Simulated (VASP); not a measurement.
Wanted: the native input for a VASP 6.6.1 run.

```
Task                   : single point
Functional             : revPBE
Potentials or basis    : VASP PAW PBE potentials, release 64 (Al)
Cutoff                 : 520 eV
k mesh                 : 11 × 11 × 11
Occupations            : fermi-dirac, width 0.05 eV
Spin                   : no spin polarisation
Dipole correction      : no
Further INCAR settings : ALGO = Normal; EDIFF = 1e-06; NBANDS = 8
```

The structure of Al lies in POSCAR:

```
Al
1.0
    0.0000000000      2.0112152952      2.0112152952
    2.0112152952      0.0000000000      2.0112152952
    2.0112152952      2.0112152952      0.0000000000
Al
1
Direct
    0.0000000000      0.0000000000      0.0000000000
```

These files were run (other wordings do the same):

INCAR

```
SYSTEM = Al
PREC     = Accurate       ! precision mode
ENCUT    = 520            ! plane-wave cutoff, eV
EDIFF    = 1E-6           ! SCF threshold, eV
ISMEAR   = -1             ! smearing method
SIGMA    = 0.05           ! smearing width, eV
LREAL    = .FALSE.        ! projectors in reciprocal space
LASPH    = .TRUE.         ! aspherical terms in the spheres
NELM     = 60             ! most SCF steps
ALGO     = Normal         ! electronic algorithm
ISIF     = 2              ! what is computed and relaxed
LWAVE    = .FALSE.        ! write WAVECAR
LCHARG   = .FALSE.        ! write CHGCAR
GGA      = RE             ! functional
NBANDS   = 8              ! bands
```

KPOINTS

```
regular mesh
0
G
  11 11 11
  0 0 0
```

Potentials or basis: VASP PAW PBE potentials, release 64 (Al).

Launch:

```bash
$ cat potpaw_PBE.64/Al/POTCAR > POTCAR
$ mpirun -np 1 vasp_std > vasp.out
```

It gave:

```
Pressure : 2.2 GPa
```

Caveat: the PAW data sets were made with another functional, which shifts forces and pressure a little.

Wall time 7.9 s on 1 thread of Intel Xeon 8259CL, on a shared host, peak memory 0.13 GiB.
